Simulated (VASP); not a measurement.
A run of VASP 6.6.1 is set up as follows.

Contents of INCAR:

```
SYSTEM = Ni
  ALGO = Normal
  EDIFF = 1E-7
  ENCUT = 520
  GGA = PE
  ISIF = 2
  ISMEAR = 0
  ISPIN = 2
  LASPH = .True.
  LCHARG = .False.
  LMAXMIX = 4
  LORBIT = 11
  LREAL = .False.
  LWAVE = .False.
  MAGMOM = 0.75
  NBANDS = 15
  NELM = 150
  PREC = Accurate
  SIGMA = 0.1
```

KPOINTS

```
k-points
0
Gamma
  20 20 20
  0 0 0
```

POSCAR

```
Ni
1.0
    0.0000000000      1.7937414746      1.7937414746
    1.7937414746      0.0000000000      1.7937414746
    1.7937414746      1.7937414746      0.0000000000
Ni
1
Direct
    0.0000000000      0.0000000000      0.0000000000
```

Potentials or basis: VASP PAW PBE potentials, release 64 (Ni).

Command:

```sh
$ cat potpaw_PBE.64/Ni/POTCAR > POTCAR
$ mpirun -np 1 vasp_std > vasp.out
```

Estimate the net moment.

0.64 μB per cell.

Estimate the site moments.

Ni +0.66 μB.

What does it give for the pressure?

-10.0 GPa.

Caveat: the cell stands under tension.
